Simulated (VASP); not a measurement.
Runs of VASP 6.6.1 on Si2Ge. The structure is that of space group P-6m2 (No. 187), or close to it. The cells are those of the table. 

```csv
task,cell,k mesh,cutoff (eV),gap on the mesh (eV),pressure (GPa),largest force (eV/Å)
relaxation of cell and atoms,"relaxed from a = 2.892, b = 2.892, c = 13.713 Å, angles 90.0, 90.0, 120.0°, 6 atoms",6 × 6 × 2,600,-,0.1,0.04
single point,"a = 2.966, b = 2.966, c = 12.942 Å, angles 90.0, 90.0, 120.0°, 6 atoms",6 × 6 × 2,520,none,0.1,0.02
single point,"a = 2.869, b = 2.869, c = 13.704 Å, angles 90.0, 90.0, 120.0°, 6 atoms",12 × 12 × 4,520,none,0.0,0.01
single point,"a = 2.819, b = 2.819, c = 14.169 Å, angles 90.0, 90.0, 120.0°, 6 atoms",18 × 18 × 4,520,none,0.0,0.01
single point,"a = 2.892, b = 2.892, c = 13.713 Å, angles 90.0, 90.0, 120.0°, 6 atoms",6 × 6 × 2,520,none,(a),0.47
```

Alike in all rows: level PBE; potentials or basis VASP PAW PBE potentials, release 64 (Si, Ge_d); no spin polarisation; smearing gaussian 0.1 eV.

Q: Estimate the missing entries.

A: (a) -1.0.

Caveats: some runs use coarse meshes; the bands computed are all filled at some k points, so no gap is given (some runs).

A k mesh can miss the band edges, and the runs leave out spin-orbit coupling on Ge.

A gap of «none» marks levels without a gap at the run's occupations.
